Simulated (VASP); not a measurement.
Here is a VASP 6.6.1 calculation.

Contents of INCAR:

```
SYSTEM = InSe
PREC = Accurate ; ENCUT = 520
EDIFF = 1E-6 ; ISMEAR = -1
SIGMA = 0.05 ; LREAL = .FALSE.
LASPH = .TRUE. ; NELM = 60
ALGO = Normal ; ISIF = 2
LWAVE = .FALSE. ; LCHARG = .FALSE.
GGA = PE ; NBANDS = 16
```

File KPOINTS:

```
regular mesh
0
G
  7 7 7
  0 0 0
```

POSCAR

```
InSe
1.0
    3.5829523610      0.0000000000      0.0000000000
    0.0000000000      3.5829523610      0.0000000000
    0.0000000000      0.0000000000      3.5829523610
In Se
1 1
Direct
    0.5000000000      0.5000000000      0.5000000000
    0.0000000000      0.0000000000      0.0000000000
```

Potentials or basis: VASP PAW PBE potentials, release 64 (In_d, Se).

The run is started by

```bash
$ cat potpaw_PBE.64/In_d/POTCAR potpaw_PBE.64/Se/POTCAR > POTCAR
$ mpirun -np 1 vasp_std > vasp.out
```

Q: Estimate the pressure.

A: 2.2 GPa.
